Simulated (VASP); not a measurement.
# WS2: single point with PBE

WS2, a slab with vacuum:

```
W S
1.0
     3.18352    0.00000    0.00000
    -1.59176    2.75701    0.00000
     0.00000    0.00000   16.95058
W S
1 2
Direct
  0.00000 0.00000 0.00000
  0.33333 0.66667 0.09200
  0.33333 0.66667 0.90800
```

- Program: VASP 6.6.1
- Task: single point
- Functional: PBE
- Potentials or basis: VASP PAW PBE potentials, release 64 (W_sv, S)
- Cutoff: 520 eV
- k mesh: 10 × 10 × 2
- Occupations: fermi-dirac, width 0.05 eV
- Spin: no spin polarisation
- Dipole correction: no
- Further INCAR settings: ALGO = Normal; EDIFF = 1e-06; NBANDS = 20

* Largest force: 0.263 eV/Å
* Band gap on the k mesh: 2.00 eV, indirect (least direct gap 2.16 eV)

Forces in eV/Å, atoms in the order of the input:
```
W    0.000  0.000  0.000
S    0.000  0.000  0.263
S    0.000  0.000 -0.263
```

Levels at points of the mesh, in eV from the valence-band top:
```tsv
k point	band 10	band 11	band 12	band 13	band 14	band 15	band 16	band 17
(0.00, 0.00, 0.00)	-2.08	-1.65	-1.65	0.00	2.90	2.90	3.08	3.08
(0.50, 0.00, 0.00)	-3.44	-2.11	-1.30	-0.92	2.85	3.32	4.09	4.78
(0.00, 0.00, 0.50)	-2.08	-1.65	-1.65	0.00	2.90	2.90	3.08	3.08
(0.50, 0.00, 0.50)	-3.44	-2.11	-1.30	-0.92	2.85	3.32	4.09	4.78
```

It took 120 s on 1 thread of AMD EPYC 7R43 64-Core Processor (Zen 3), on a shared host, peak memory 0.24 GiB.

Caveat: spin-orbit coupling is left out, which moves the levels of the heavy elements.
